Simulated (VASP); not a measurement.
PbS, 2 atoms in the cell. The structure is cubic, space group F-43m (No. 216). Conventional cell: a = 6.602 Å, b = 6.602 Å, c = 6.602 Å, α = 90.00°, β = 90.00°, γ = 90.00°. Within 3.8 Å of Pb (site symmetry -43m) lie 4 S at 2.86 Å. Within 3.8 Å of S (site symmetry -43m) lie 4 Pb at 2.86 Å. 

| Property | Result |
| --- | --- |
| Program | VASP 6.6.1 |
| Task | single point |
| Functional | PBE |
| Potentials or basis | VASP PAW PBE potentials, release 64 (Pb_d, S) |
| Cutoff | 520 eV |
| k mesh | 6 × 6 × 6 |
| Occupations | fermi-dirac, width 0.02 eV |
| Spin | no spin polarisation |
| Dipole correction | no |
| Further INCAR settings | ALGO = Normal; EDIFF = 1e-06; NBANDS = 17 |

Potentials or basis: VASP PAW PBE potentials, release 64 (Pb_d, S).

The run is started by

```bash
$ cat potpaw_PBE.64/Pb_d/POTCAR potpaw_PBE.64/S/POTCAR > POTCAR
$ mpirun -np 1 vasp_std > vasp.out
```

Hardware: 1 thread of AMD EPYC 7R13, on a shared host.

Q: How long does it take, and how much memory?

A: Run time: 40 s on 1 thread of AMD EPYC 7R13 (shared host), peak memory 0.17 GiB. Counts: scf iterations 14, k points 16.
